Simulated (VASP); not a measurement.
# Os (Fm-3m) in VASP: notebook

The runs below take Os through single point, with LDA, r2SCAN, B3LYP5.

Program: VASP 6.6.1. These are calculated values, not measurements. Logs are shortened: lines on timing, memory, paths and dates and some standing lists are left out, and cuts for length are marked.

**1. The cell of the first run**

It takes space group Fm-3m (No. 225, cubic). The conventional cell has a = 3.890 Å, b = 3.890 Å, c = 3.890 Å, α = 90.00°, β = 90.00°, γ = 90.00°. Os (site symmetry m-3m) has 12 Os at 2.75 Å within 3.6 Å.

This isn't the form of Os at room conditions, which is hcp.

**2. Single point, LDA**

INCAR

```
PREC = Accurate
ENCUT = 600
EDIFF = 1E-6
ISMEAR = -1
SIGMA = 0.05
LREAL = False
LASPH = True
NELM = 120
ALGO = Normal
ISIF = 2
LWAVE = False
LCHARG = False
NBANDS = 10
GGA_COMPAT = False
```

KPOINTS

```
regular mesh
0
Gamma
  12 12 12
```

POSCAR

```
Os
1.0
    0.0000000000      1.9450000000      1.9450000000
    1.9450000000      0.0000000000      1.9450000000
    1.9450000000      1.9450000000      0.0000000000
Os
1
Direct
    0.0000000000      0.0000000000      0.0000000000
```

Potentials or basis: VASP PAW LDA potentials, release 64 (Os).

Run with:

```sh
$ cat potpaw_LDA.64/Os/POTCAR > POTCAR
$ mpirun -np 1 vasp_std > vasp.out
```

OUTCAR:

```text
PREC = Accurate
   ENCUT = 600
   EDIFF = 1E-6
   ISMEAR = -1
   LREAL = False
   LASPH = True
   NELM = 120
   ISIF = 2

 ion  position               nearest neighbor table
   1  0.000  0.000  0.000-

  LATTYP: Found a face centered cubic cell.
 ALAT       =     3.8900000000

  Lattice vectors:

 A1 = (   0.0000000000,   1.9450000000,   1.9450000000)
 A2 = (   1.9450000000,   0.0000000000,   1.9450000000)
 A3 = (   1.9450000000,   1.9450000000,   0.0000000000)

Analysis of symmetry for initial positions (statically):
=====================================================================
 Subroutine PRICEL returns:
 Original cell was already a primitive cell.

 Routine SETGRP: Setting up the symmetry group for a
 face centered cubic supercell.

 Subroutine GETGRP returns: Found 48 space group operations
 (whereof 48 operations were pure point group operations)
 out of a pool of 48 trial point group operations.

The static configuration has the point symmetry O_h .

Analysis of symmetry for dynamics (positions and initial velocities):
=====================================================================
 Subroutine PRICEL returns:
 Original cell was already a primitive cell.

 Routine SETGRP: Setting up the symmetry group for a
 face centered cubic supercell.

 Subroutine GETGRP returns: Found 48 space group operations
 (whereof 48 operations were pure point group operations)
 out of a pool of 48 trial point group operations.

The dynamic configuration has the point symmetry O_h .

 Subroutine INISYM returns: Found 48 space group operations
 (whereof 48 operations are pure point group operations),
 and found     1 'primitive' translations

----------------------------------------------------------------------------------------

                                     Primitive cell

  volume of cell :      14.7160

  direct lattice vectors                    reciprocal lattice vectors
     0.000000000  1.945000000  1.945000000    -0.257069409  0.257069409  0.257069409
     1.945000000  0.000000000  1.945000000     0.257069409 -0.257069409  0.257069409
     1.945000000  1.945000000  0.000000000     0.257069409  0.257069409 -0.257069409

  length of vectors
     2.750645379  2.750645379  2.750645379     0.445257277  0.445257277  0.445257277

  position of ions in fractional coordinates (direct lattice)
     0.000000000  0.000000000  0.000000000

  ion indices of the primitive-cell ions
   primitive index   ion index
                 1           1

----------------------------------------------------------------------------------------

 KPOINTS: regular mesh

Automatic generation of k-mesh.
 Grid dimensions read from file:
 generate k-points for:   12   12   12

 Generating k-lattice:

  Cartesian coordinates                     Fractional coordinates (reciprocal lattice)
    -0.021422451  0.021422451  0.021422451     0.083333333  0.000000000  0.000000000
     0.021422451 -0.021422451  0.021422451     0.000000000  0.083333333  0.000000000
     0.021422451  0.021422451 -0.021422451     0.000000000  0.000000000  0.083333333

  Length of vectors
     0.037104773  0.037104773  0.037104773

  Shift w.r.t. Gamma in fractional coordinates (k-lattice)
     0.000000000  0.000000000  0.000000000

 Subroutine IBZKPT returns following result:
 ===========================================

 Found     72 irreducible k-points:

 Following reciprocal coordinates:
            Coordinates               Weight
  0.000000  0.000000  0.000000      1.000000
  0.083333  0.000000  0.000000      8.000000
  0.166667  0.000000  0.000000      8.000000
  0.250000  0.000000  0.000000      8.000000
  0.333333  0.000000  0.000000      8.000000
  0.416667  0.000000  0.000000      8.000000
[... 16 lines left out ...]
  0.500000  0.166667  0.000000     24.000000
 -0.416667  0.166667  0.000000     24.000000
 [... further k-points ...]
   k-points           NKPTS =     72   k-points in BZ     NKDIM =     72   number of bands    NBANDS=     10
   number of dos      NEDOS =    301   number of ions     NIONS =      1
   total plane-waves  NPLWV =  13824
   dimension x,y,z NGX =    24 NGY =   24 NGZ =   24
   dimension x,y,z NGXF=    48 NGYF=   48 NGZF=   48
   ions per type =               1
   NGX,Y,Z   is equivalent  to a cutoff of  14.51, 14.51, 14.51 a.u.
   NGXF,Y,Z  is equivalent  to a cutoff of  29.01, 29.01, 29.01 a.u.
 SYSTEM =  unknown system
   PREC   = accura    normal or accurate (medium, high low for compatibility)
   ISTART =      0    job   : 0-new  1-cont  2-samecut
   ICHARG =      2    charge: 1-file 2-atom 10-const
   ISPIN  =      1    spin polarized calculation?
   LNONCOLLINEAR =      F non collinear calculations
   LSORBIT =      F    spin-orbit coupling
   LASPH  =      T    aspherical Exc in radial PAW
   ENCUT  =  600.0 eV  44.10 Ry    6.64 a.u.   5.49  5.49  5.49*2*pi/ulx,y,z
   NELM   =    120;   NELMIN=  2; NELMDL= -5     # of ELM steps
   EDIFF  = 0.1E-05   stopping-criterion for ELM
   LREAL  =      F    real-space projection
   EDIFFG = 0.1E-04   stopping-criterion for IOM
   NSW    =      0    number of steps for IOM
   IBRION =     -1    ionic relax: 0-MD 1-quasi-New 2-CG
   NFREE  =      0    steps in history (QN), initial steepest desc. (CG)
   ISIF   =      2    stress and relaxation
   ISYM   =      2    0-nonsym 1-usesym 2-fastsym
   POTIM  = 0.5000    time-step for ionic-motion
   TEBEG  =    0.0;   TEEND  =   0.0 temperature during run
   PSTRESS=    0.0 pullay stress
   NELECT =       8.0000    total number of electrons
   NUPDOWN=      -1.0000    fix difference up-down
   EMIN   =  10.00;   EMAX   =-10.00  energy-range for DOS
   EFERMI =   0.00;   METHOD = LEGACY
   ISMEAR =    -1;   SIGMA  =   0.05  broadening in eV -4-tet -1-fermi 0-gaus
   EFERMI_NEDOS =   21; number of points for ismear=-14 and -15
   IALGO  =     38    algorithm
   IMIX   =      4    mixing-type and parameters
     AMIX     =   0.40;   BMIX     =  1.00
     AMIX_MAG =   1.60;   BMIX_MAG =  1.00
  volume/ion in A,a.u.               =      14.72        99.31
  Fermi-wavevector in a.u.,A,eV,Ry     =   1.336109  2.524880 24.288947  1.785187
  Thomas-Fermi vector in A             =   2.464761
   LORBIT       =      0    0 simple, 1 ext, 2 COOP (PROOUT), +10 PAW based schemes
   GGA     = CA    functional components
   LHFCALC =     F    Hartree Fock is set to
   AEXX    =    0.0000 exact exchange contribution
   IVDW    =     0    specifies the selected vdW correction
   LEPSILON=     F    determine dielectric tensor
   LRPA    =     F    only Hartree local field effects (RPA)
 non-spin polarized calculation
  energy-cutoff  :      600.00
  volume of cell :       14.72
 maximum number of plane-waves:       531
 NGX is ok and might be reduce to    24
   NGX = 11   NGY = 11   NGZ = 11

 number of electron       8.0000000 magnetization

 Free energy of the ion-electron system (eV)
  ---------------------------------------------------
  ext. energy  EPLUGINS =         0.00000000
  ---------------------------------------------------
  free energy    TOTEN  =       -12.45615426 eV

  energy without entropy =      -12.45169782  energy(sigma->0) =      -12.45392604

 E-fermi :   8.5823     XC(G=0): -13.8943

 val. band max:        8.5600818874   @ k =  -0.3333   0.4167   0.0833
 cond. band min:       8.6140684646   @ k =  -0.4167   0.3333   0.0000
 fundamental gap:      0.0539865771
 Fermi energy:         8.5823416856

 k-point     1 :       0.0000    0.0000    0.0000
  band No.  band energies     occupation
      1      -1.7930      2.00000
      2       5.7082      2.00000
      3       5.7082      2.00000
      4       5.7082      2.00000
      5       8.5396      1.40341
      6       8.5396      1.40341
      7      22.8651      0.00000
      8      28.3400      0.00000
      9      28.3400      0.00000
     10      28.3400      0.00000

 k-point     2 :       0.0833    0.0000    0.0000
  band No.  band energies     occupation
      1      -1.4872      2.00000
      2       5.5350      2.00000
      3       5.8425      2.00000
      4       5.8425      2.00000
      5       8.4493      1.86936
      6       8.4493      1.86936
      7      23.4175      0.00000
      8      26.9435      0.00000
      9      28.8724      0.00000
     10      28.8724      0.00000

 k-point     3 :       0.1667    0.0000    0.0000
  band No.  band energies     occupation
      1      -0.6481      2.00000
      2       5.1809      2.00000
      3       6.1143      2.00000
      4       6.1143      2.00000
      5       8.3582      1.97767
      6       8.3582      1.97767
      7      24.4155      0.00000
      8      25.1230      0.00000
      9      30.3671      0.00000
     10      30.3671      0.00000

 k-point     4 :       0.2500    0.0000    0.0000
  band No.  band energies     occupation
      1       0.4173      2.00000
      2       5.0988      2.00000
      3       6.1589      2.00000
      4       6.1589      2.00000
      5       8.7100      0.14439
      6       8.7100      0.14439
      7      22.5514      0.00000
      8      25.7252      0.00000
      9      32.4411      0.00000
     10      32.4514      0.00000
[... 222 lines left out ...]
 k-point    22 :       0.4167    0.1667    0.0000
  band No.  band energies     occupation
      1       2.0727      2.00000
      2       4.6438      2.00000
      3       5.4002      2.00000
      4       6.8036      2.00000
      5      10.6754      0.00000
      6      10.8134      0.00000
      7      19.7245      0.00000
      8      24.9904      0.00000
      9      27.1808      0.00000
     10      29.5631      0.00000

 k-point    23 :       0.5000    0.1667    0.0000
  band No.  band energies     occupation
      1       2.1797      2.00000
      2       4.7059      2.00000
      3       6.1480      2.00000
      4       6.5504      2.00000
      5      10.8503      0.00000
      6      12.7709      0.00000
      7      16.9994      0.00000
      8      24.2585      0.00000
      9      27.1232      0.00000
     10      27.8465      0.00000

 k-point    24 :      -0.4167    0.1667    0.0000
  band No.  band energies     occupation
      1       2.2541      2.00000
      2       4.7397      2.00000
      3       6.4313      2.00000
      4       6.4738      2.00000
      5      10.2777      0.00000
      6      13.3604      0.00000
      7      16.7599      0.00000
      8      24.1533      0.00000
      9      26.3999      0.00000
     10      28.3828      0.00000

 [... further k-points ...]
[... 5 lines left out ...]
  --------------------------------------------------------------------------------------
  -------------------------------------------------------------------------------------
  Total       -2.3168680     -2.3168680     -2.3168680      0.0000000      0.0000000     -0.0000000
  in kB     -252.2452926   -252.2452926   -252.2452926      0.0000000      0.0000000     -0.0000000
  external PRESSURE =    -252.2452926 kB  Pullay stress =       0.0000000 kB

 VOLUME and BASIS-vectors are now :
 -----------------------------------------------------------------------------
  energy-cutoff  :      600.00
  volume of cell :       14.72
      direct lattice vectors                 reciprocal lattice vectors
     0.000000000  1.945000000  1.945000000    -0.257069409  0.257069409  0.257069409
     1.945000000  0.000000000  1.945000000     0.257069409 -0.257069409  0.257069409
     1.945000000  1.945000000  0.000000000     0.257069409  0.257069409 -0.257069409

 POSITION                                       TOTAL-FORCE (eV/Angst)
 -----------------------------------------------------------------------------------
      0.00000      0.00000      0.00000        -0.000000      0.000000      0.000000
 -----------------------------------------------------------------------------------
    total drift:                               -0.000000      0.000000     -0.000000

  FREE ENERGIE OF THE ION-ELECTRON SYSTEM (eV)
  ---------------------------------------------------
  free  energy   TOTEN  =       -12.4561542588 eV

  energy  without entropy=      -12.4516978224  energy(sigma->0) =      -12.45392604
```

It took 4.1 s on 1 thread of Intel Xeon 6975P-C (Granite Rapids), shared host; peak memory 0.13 GiB.

Results:

| Property | Result |
| --- | --- |
| Free energy | -12.4562 eV |
| Pressure | -25.2 GPa |
| Band gap on the k mesh | zero (bands 4 and 5 overlap by 3.64 eV) |

Caveat: the cell stands under tension; spin-orbit coupling is left out, which moves the levels of the heavy elements.

(Continued in part 2 of 2.)

The gap in the log of VASP goes by the Fermi energy; the results here count the filled bands.